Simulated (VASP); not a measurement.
Write the native input for VASP 6.6.1 that does the following.

| Property | Result |
| --- | --- |
| Task | single point |
| Functional | PBE |
| Potentials or basis | VASP PAW PBE potentials, release 64 (Zn) |
| Cutoff | 520 eV |
| k mesh | 1 × 1 × 14 |
| Occupations | gaussian, width 0.05 eV |
| Spin | collinear spin, ferromagnetic start |
| Starting moments | [0.5, 0.5, 0.5, 0.5] μB |
| Dipole correction | no |
| Further INCAR settings | ALGO = Normal; EDIFF = 1e-07; NBANDS = 36 |

The structure of Zn lies in POSCAR:

```
Zn
1.0
   11.5000000000      0.0000000000      0.0000000000
    0.0000000000      9.3000000000      0.0000000000
    0.0000000000      0.0000000000      4.7399811616
Zn
4
Direct
    0.3918047778      0.5000000000      0.0000000000
    0.3918047778      0.5000000000      0.5000000000
    0.6081952222      0.5000000000      0.0000000000
    0.6081952222      0.5000000000      0.5000000000
```

The input as run:

INCAR

```
SYSTEM = Zn
ALGO = Normal ; EDIFF = 1E-7
ENCUT = 520 ; GGA = PE
ISIF = 2 ; ISMEAR = 0
ISPIN = 2 ; LASPH = .True.
LCHARG = .False. ; LORBIT = 11
LREAL = .False. ; LWAVE = .False.
MAGMOM = 0.5 0.5 0.5 0.5 ; NBANDS = 36
NELM = 150 ; PREC = Accurate
SIGMA = 0.05
```

KPOINTS

```
k-points
0
Gamma
  1 1 14
  0 0 0
```

Potentials or basis: VASP PAW PBE potentials, release 64 (Zn).

Launch:

```sh
$ cat potpaw_PBE.64/Zn/POTCAR > POTCAR
$ mpirun -np 1 vasp_std > vasp.out
```

Results of the run:

```
Largest force                                         : 0.373 eV/Å
Net moment                                            : 0.22 μB per cell
Valence electrons inside the program's atomic spheres : Zn 10.76
```

It took 23 min on 1 thread of Oxide Virtual Turin-like Processor (shared host), peak memory 0.72 GiB.
